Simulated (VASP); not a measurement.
Set up this calculation in VASP 6.6.1, as the native input.

* Task: single point
* Functional: PBE
* Potentials or basis: VASP PAW PBE potentials, release 64 (B, P)
* Cutoff: 520 eV
* k mesh: 10 × 10 × 10
* Occupations: gaussian, width 0.05 eV
* Spin: no spin polarisation
* Dipole correction: no
* Further INCAR settings: ALGO = Normal; EDIFF = 1e-07; NBANDS = 11

The structure of BP lies in POSCAR:

```
BP
1.0
    0.0000000000      2.2690000000      2.0874800000
    2.2690000000      0.0000000000      2.0874800000
    2.2690000000      2.2690000000      0.0000000000
B P
1 1
Direct
    0.0000000000      0.0000000000      0.0000000000
    0.7500000000      0.7500000000      0.7500000000
```

This cell differs from its parent crystal: strain +0.000 along x and y, -0.080 along z.

These files were run (other wordings do the same):

INCAR

```
  PREC = Accurate
  ENCUT = 520
  EDIFF = 1E-7
  ISMEAR = 0
  SIGMA = 0.05
  LREAL = False
  LASPH = True
  NELM = 80
  ALGO = Normal
  ISIF = 2
  LWAVE = False
  LCHARG = False
  GGA = PE
  NBANDS = 11
```

KPOINTS

```
regular mesh
0
Gamma
  10 10 10
```

Potentials or basis: VASP PAW PBE potentials, release 64 (B, P).

Run with:

```bash
$ cat potpaw_PBE.64/B/POTCAR potpaw_PBE.64/P/POTCAR > POTCAR
$ mpirun -np 1 vasp_std > vasp.out
```

Results of the run:

```
Pressure               : 16.7 GPa
Band gap on the k mesh : zero (band 4 reaches 8.98 eV, above the bottom of band 5 at 8.84 eV)
```

Caveat: the cell differs from its parent crystal (strain +0.000 along x and y, -0.080 along z).

It took 20 s on 1 thread of AMD EPYC 9R45 (Zen 5), on a shared host, peak memory 0.11 GiB.
